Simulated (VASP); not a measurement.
A run of VASP 6.6.1 is set up as follows.

Contents of INCAR:

```
SYSTEM = Pb
PREC = Accurate
ENCUT = 520
EDIFF = 1E-7
ISMEAR = -1
SIGMA = 0.05
LREAL = .False.
LASPH = .True.
NELM = 80
ALGO = Normal
ISIF = 2
LWAVE = .False.
LCHARG = .False.
GGA = RE
NBANDS = 21
```

File KPOINTS:

```
regular mesh
0
Gamma
  7 7 7
  0 0 0
```

The input POSCAR:

```
Pb
1.0
    0.0000000000      3.4390000555      3.4390000555
    3.4390000555      0.0000000000      3.4390000555
    3.4390000555      3.4390000555      0.0000000000
Pb
2
Direct
    0.2500000000      0.2500000000      0.2500000000
    0.0000000000      0.0000000000      0.0000000000
```

Potentials or basis: VASP PAW PBE potentials, release 64 (Pb_d).

The run is started by

```bash
$ cat potpaw_PBE.64/Pb_d/POTCAR > POTCAR
$ mpirun -np 1 vasp_std > vasp.out
```

**Question.** Predict the pressure.

**Answer.** 3.2 GPa.

**Question.** Estimate the band gap on the k mesh.

**Answer.** Zero (band 14 reaches 4.84 eV, above the bottom of band 15 at 3.73 eV).

Caveat: the PAW data sets were made with another functional, which shifts forces and pressure a little; spin-orbit coupling is left out, which moves the levels of the heavy elements.
